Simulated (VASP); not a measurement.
# WC (P-6m2) in VASP: notebook

The runs below take WC through single point, with PBE.

Everything below comes from runs of VASP 6.6.1. Logs are shortened: lines on timing, memory, paths and dates and some standing lists are left out, and cuts for length are marked.

**1. The cell of the first run**

It takes space group P-6m2 (No. 187, hexagonal). The conventional cell has a = 2.922 Å, b = 2.922 Å, c = 2.847 Å, α = 90.00°, β = 90.00°, γ = 120.00°. Within 2.9 Å of W (site symmetry -6m2) lie 6 C at 2.21 Å and 2 W at 2.85 Å. C (site symmetry -6m2) has 6 W at 2.21 Å and 2 C at 2.85 Å within 2.9 Å.

**2. Single point, PBE**

INCAR

```
SYSTEM = WC
PREC     = Accurate       ! precision mode
ENCUT    = 520            ! plane-wave cutoff, eV
EDIFF    = 1E-6           ! SCF threshold, eV
ISMEAR   = 0              ! smearing method
SIGMA    = 0.1            ! smearing width, eV
LREAL    = .FALSE.        ! projectors in reciprocal space
LASPH    = .TRUE.         ! aspherical terms in the spheres
NELM     = 100            ! most SCF steps
ALGO     = Normal         ! electronic algorithm
ISIF     = 2              ! what is computed and relaxed
LWAVE    = .FALSE.        ! write WAVECAR
LCHARG   = .FALSE.        ! write CHGCAR
GGA      = PE             ! functional
NBANDS   = 16             ! bands
```

KPOINTS

```
Automatic mesh
0
G
  12 12 12
  0 0 0
```

POSCAR

```
WC
1.0
    2.9217712068      0.0000000000      0.0000000000
   -1.4608856034      2.5303280892      0.0000000000
    0.0000000000      0.0000000000      2.8470769659
W C
1 1
Direct
    0.0000000000      0.0000000000      0.0000000000
    0.6666666667      0.3333333333      0.5000000000
```

Potentials or basis: VASP PAW PBE potentials, release 64 (W_sv, C).

Command:

```console
cat potpaw_PBE.64/W_sv/POTCAR potpaw_PBE.64/C/POTCAR > POTCAR
mpirun -np 1 vasp_std > vasp.out
```

OUTCAR:

```text
SYSTEM = WC
   PREC = Accurate
   ENCUT = 520
   EDIFF = 1E-6
   ISMEAR = 0
   LREAL = .FALSE.
   LASPH = .TRUE.
   NELM = 100
   ISIF = 2
   GGA = PE

 ion  position               nearest neighbor table
   1  0.000  0.000  0.000-   2 2.21   2 2.21   2 2.21   2 2.21   2 2.21   2 2.21
   2  0.667  0.333  0.500-   1 2.21   1 2.21   1 2.21   1 2.21   1 2.21   1 2.21

  LATTYP: Found a hexagonal cell.
 ALAT       =     2.9217712068
 C/A-ratio  =     0.9744352875

  Lattice vectors:

 A1 = (   2.9217712068,   0.0000000000,   0.0000000000)
 A2 = (  -1.4608856034,   2.5303280892,   0.0000000000)
 A3 = (   0.0000000000,   0.0000000000,   2.8470769659)

Analysis of symmetry for initial positions (statically):
=====================================================================
 Subroutine PRICEL returns:
 Original cell was already a primitive cell.

 Routine SETGRP: Setting up the symmetry group for a
 hexagonal supercell.

 Subroutine GETGRP returns: Found 12 space group operations
 (whereof 12 operations were pure point group operations)
 out of a pool of 24 trial point group operations.

The static configuration has the point symmetry D_3h.

Analysis of symmetry for dynamics (positions and initial velocities):
=====================================================================
 Subroutine PRICEL returns:
 Original cell was already a primitive cell.

 Routine SETGRP: Setting up the symmetry group for a
 hexagonal supercell.

 Subroutine GETGRP returns: Found 12 space group operations
 (whereof 12 operations were pure point group operations)
 out of a pool of 24 trial point group operations.

The dynamic configuration has the point symmetry D_3h.

 Subroutine INISYM returns: Found 12 space group operations
 (whereof 12 operations are pure point group operations),
 and found     1 'primitive' translations

----------------------------------------------------------------------------------------

                                     Primitive cell

  volume of cell :      21.0486

  direct lattice vectors                    reciprocal lattice vectors
     2.921771207  0.000000000  0.000000000     0.342258147  0.197602833  0.000000000
    -1.460885603  2.530328089  0.000000000     0.000000000  0.395205667  0.000000000
     0.000000000  0.000000000  2.847076966     0.000000000  0.000000000  0.351237431

  length of vectors
     2.921771207  2.921771207  2.847076966     0.395205667  0.395205667  0.351237431

  position of ions in fractional coordinates (direct lattice)
     0.000000000  0.000000000  0.000000000
[... 75 lines left out ...]
   LASPH  =      T    aspherical Exc in radial PAW
   ENCUT  =  520.0 eV  38.22 Ry    6.18 a.u.   5.43  5.43  5.29*2*pi/ulx,y,z
   NELM   =    100;   NELMIN=  2; NELMDL= -5     # of ELM steps
   EDIFF  = 0.1E-05   stopping-criterion for ELM
   LREAL  =      F    real-space projection
   EDIFFG = 0.1E-04   stopping-criterion for IOM
   NSW    =      0    number of steps for IOM
   IBRION =     -1    ionic relax: 0-MD 1-quasi-New 2-CG
   NFREE  =      0    steps in history (QN), initial steepest desc. (CG)
   ISIF   =      2    stress and relaxation
   ISYM   =      2    0-nonsym 1-usesym 2-fastsym
   POTIM  = 0.5000    time-step for ionic-motion
   TEBEG  =    0.0;   TEEND  =   0.0 temperature during run
   PSTRESS=    0.0 pullay stress
   NELECT =      18.0000    total number of electrons
   NUPDOWN=      -1.0000    fix difference up-down
   EMIN   =  10.00;   EMAX   =-10.00  energy-range for DOS
   EFERMI =   0.00;   METHOD = LEGACY
   ISMEAR =     0;   SIGMA  =   0.10  broadening in eV -4-tet -1-fermi 0-gaus
   EFERMI_NEDOS =   21; number of points for ismear=-14 and -15
   IALGO  =     38    algorithm
   IMIX   =      4    mixing-type and parameters
     AMIX     =   0.40;   BMIX     =  1.00
     AMIX_MAG =   1.60;   BMIX_MAG =  1.00
  volume/ion in A,a.u.               =      10.52        71.02
  Fermi-wavevector in a.u.,A,eV,Ry     =   1.553907  2.936458 32.852978  2.414626
  Thomas-Fermi vector in A             =   2.658070
   LORBIT       =      0    0 simple, 1 ext, 2 COOP (PROOUT), +10 PAW based schemes
   GGA     = PE    functional components
   LHFCALC =     F    Hartree Fock is set to
   AEXX    =    0.0000 exact exchange contribution
   IVDW    =     0    specifies the selected vdW correction
   LEPSILON=     F    determine dielectric tensor
   LRPA    =     F    only Hartree local field effects (RPA)
 non-spin polarized calculation
 Gauss-broadening in eV      SIGMA  =   0.10
  energy-cutoff  :      520.00
  volume of cell :       21.05
 maximum number of plane-waves:       587
 NGX is ok and might be reduce to    24
   NGX = 11   NGY = 11   NGZ = 11

 number of electron      18.0000000 magnetization

 Free energy of the ion-electron system (eV)
  ---------------------------------------------------
  ext. energy  EPLUGINS =         0.00000000
  ---------------------------------------------------
  free energy    TOTEN  =       -22.45157144 eV

  energy without entropy =      -22.45080908  energy(sigma->0) =      -22.45119026

 E-fermi :  10.8641     XC(G=0): -13.7212

 val. band max:       10.8486439002   @ k =   0.0833   0.0000   0.3333
 cond. band min:      10.9527260340   @ k =   0.0000   0.0000   0.0833
 fundamental gap:      0.1040821338
 Fermi energy:        10.8641153464

 k-point     1 :       0.0000    0.0000    0.0000
  band No.  band energies     occupation
      1     -63.1597      2.00000
      2     -27.1352      2.00000
      3     -27.0457      2.00000
      4     -27.0457      2.00000
      5      -3.4653      2.00000
      6       6.6462      2.00000
[... 433 lines left out ...]
      3     -27.1769      2.00000
      4     -27.1038      2.00000
      5      -1.1057      2.00000
      6       4.6928      2.00000
[... 8 lines left out ...]
     15      25.1657      0.00000
     16      27.4096      0.00000

 [... further k-points ...]
[... 5 lines left out ...]
  --------------------------------------------------------------------------------------
  -------------------------------------------------------------------------------------
  Total        0.1391047      0.1391047      0.1599057      0.0000000     -0.0000000     -0.0000000
  in kB       10.5883983     10.5883983     12.1717295      0.0000000     -0.0000000     -0.0000000
  external PRESSURE =      11.1161753 kB  Pullay stress =       0.0000000 kB

 VOLUME and BASIS-vectors are now :
 -----------------------------------------------------------------------------
  energy-cutoff  :      520.00
  volume of cell :       21.05
      direct lattice vectors                 reciprocal lattice vectors
     2.921771207  0.000000000  0.000000000     0.342258147  0.197602833  0.000000000
    -1.460885603  2.530328089  0.000000000     0.000000000  0.395205667  0.000000000
     0.000000000  0.000000000  2.847076966     0.000000000  0.000000000  0.351237431

 POSITION                                       TOTAL-FORCE (eV/Angst)
 -----------------------------------------------------------------------------------
      0.00000      0.00000      0.00000         0.000000      0.000000      0.000000
      1.46089      0.84344      1.42354        -0.000000     -0.000000      0.000000
 -----------------------------------------------------------------------------------
    total drift:                                0.000000     -0.000000      0.000000

  FREE ENERGIE OF THE ION-ELECTRON SYSTEM (eV)
  ---------------------------------------------------
  free  energy   TOTEN  =       -22.4515714373 eV

  energy  without entropy=      -22.4508090766  energy(sigma->0) =      -22.45119026
```

It took 24 s on 1 thread of AMD EPYC 9R45 (Zen 5), shared host; peak memory 0.14 GiB.

Results:

* Free energy: -22.4516 eV
* Pressure: 1.1 GPa
* Band gap on the k mesh: zero (band 9 reaches 11.51 eV, above the bottom of band 10 at 10.31 eV)

Caveat: spin-orbit coupling is left out, which moves the levels of the heavy elements.

**3. Single point, PBE**

INCAR

```
  PREC = Accurate
  ENCUT = 520
  EDIFF = 1E-6
  ISMEAR = 0
  SIGMA = 0.1
  LREAL = F
  LASPH = T
  NELM = 60
  ALGO = Normal
  ISIF = 2
  LWAVE = F
  LCHARG = F
  GGA = PE
  NBANDS = 16
```

KPOINTS

```
regular mesh
0
Gamma
  18 18 14
```

POSCAR is that of step 2.

Potentials or basis: VASP PAW PBE potentials, release 64 (W_sv, C).

Command:

```console
cat potpaw_PBE.64/W_sv/POTCAR potpaw_PBE.64/C/POTCAR > POTCAR
mpirun -np 1 vasp_std > vasp.out
```

OUTCAR:

```text
PREC = Accurate
   ENCUT = 520
   EDIFF = 1E-6
   ISMEAR = 0
   LREAL = F
   LASPH = T
   NELM = 60
   ISIF = 2
   GGA = PE

 ion  position               nearest neighbor table
   1  0.000  0.000  0.000-   2 2.21   2 2.21   2 2.21   2 2.21   2 2.21   2 2.21
   2  0.667  0.333  0.500-   1 2.21   1 2.21   1 2.21   1 2.21   1 2.21   1 2.21

  LATTYP: Found a hexagonal cell.
 ALAT       =     2.9217712068
 C/A-ratio  =     0.9744352875

  Lattice vectors:

 A1 = (   2.9217712068,   0.0000000000,   0.0000000000)
 A2 = (  -1.4608856034,   2.5303280892,   0.0000000000)
 A3 = (   0.0000000000,   0.0000000000,   2.8470769659)

Analysis of symmetry for initial positions (statically):
=====================================================================
 Subroutine PRICEL returns:
 Original cell was already a primitive cell.

 Routine SETGRP: Setting up the symmetry group for a
 hexagonal supercell.

 Subroutine GETGRP returns: Found 12 space group operations
 (whereof 12 operations were pure point group operations)
 out of a pool of 24 trial point group operations.

[... 162 lines left out ...]

 E-fermi :  10.8651     XC(G=0): -13.7208

 val. band max:       10.8564026339   @ k =   0.4444   0.0000   0.5000
 cond. band min:      10.8756057054   @ k =   0.4444   0.0556   0.4286
 fundamental gap:      0.0192030715
 Fermi energy:        10.8651474981

 k-point     1 :       0.0000    0.0000    0.0000
  band No.  band energies     occupation
      1     -63.1568      2.00000
      2     -27.1333      2.00000
      3     -27.0429      2.00000
      4     -27.0429      2.00000
      5      -3.4646      2.00000
      6       6.6469      2.00000
[... 433 lines left out ...]
      3     -27.2752      2.00000
      4     -27.0287      2.00000
      5      -0.1450      2.00000
      6       4.0753      2.00000
[... 8 lines left out ...]
     15      24.4784      0.00000
     16      28.2074      0.00000

 [... further k-points ...]

------------------------ aborting loop because EDIFF is reached ----------------------------------------

  FORCE on cell =-STRESS in cart. coord.  units (eV):
  Direction    XX          YY          ZZ          XY          YZ          ZX
  --------------------------------------------------------------------------------------
  -------------------------------------------------------------------------------------
  Total        0.1252192      0.1252192      0.1640738      0.0000000      0.0000000      0.0000000
  in kB        9.5314566      9.5314566     12.4889940      0.0000000      0.0000000      0.0000000
  external PRESSURE =      10.5173024 kB  Pullay stress =       0.0000000 kB

 VOLUME and BASIS-vectors are now :
 -----------------------------------------------------------------------------
  energy-cutoff  :      520.00
  volume of cell :       21.05
      direct lattice vectors                 reciprocal lattice vectors
     2.921771207  0.000000000  0.000000000     0.342258147  0.197602833  0.000000000
    -1.460885603  2.530328089  0.000000000     0.000000000  0.395205667  0.000000000
     0.000000000  0.000000000  2.847076966     0.000000000  0.000000000  0.351237431

 POSITION                                       TOTAL-FORCE (eV/Angst)
 -----------------------------------------------------------------------------------
      0.00000      0.00000      0.00000         0.000000      0.000000      0.000000
      1.46089      0.84344      1.42354        -0.000000      0.000000      0.000000
 -----------------------------------------------------------------------------------
    total drift:                                0.000000     -0.000000      0.000000

  FREE ENERGIE OF THE ION-ELECTRON SYSTEM (eV)
  ---------------------------------------------------
  free  energy   TOTEN  =       -22.4499045919 eV

  energy  without entropy=      -22.4485119504  energy(sigma->0) =      -22.44920827
```

It took 49 s on 1 thread of AMD EPYC 9R45 (Zen 5), shared host; peak memory 0.19 GiB.

Results:

```yaml
Free_energy: -22.4499 eV
Pressure: 1.1 GPa
Band_gap_on_the_k_mesh: zero (band 9 reaches 11.51 eV, above the bottom of band 10 at 10.31 eV)
```

Levels at points of the mesh, in eV from the Fermi level:
```
           k point  band 6  band 7  band 8  band 9  band 10  band 11  band 12  band 13
(0.00, 0.00, 0.00)   -4.22   -3.27   -3.27    0.11     3.18     3.18     5.56     5.56
(0.50, 0.00, 0.00)   -6.96   -3.53   -3.49   -0.46     2.32     4.45     4.79     6.79
(0.00, 0.00, 0.50)   -8.55   -1.98   -1.98   -0.56    -0.56     3.65     4.49     4.49
(0.50, 0.00, 0.50)   -6.36   -4.24   -4.14    0.27     4.34     5.22     6.52     9.05
```

Caveat: spin-orbit coupling is left out, which moves the levels of the heavy elements.
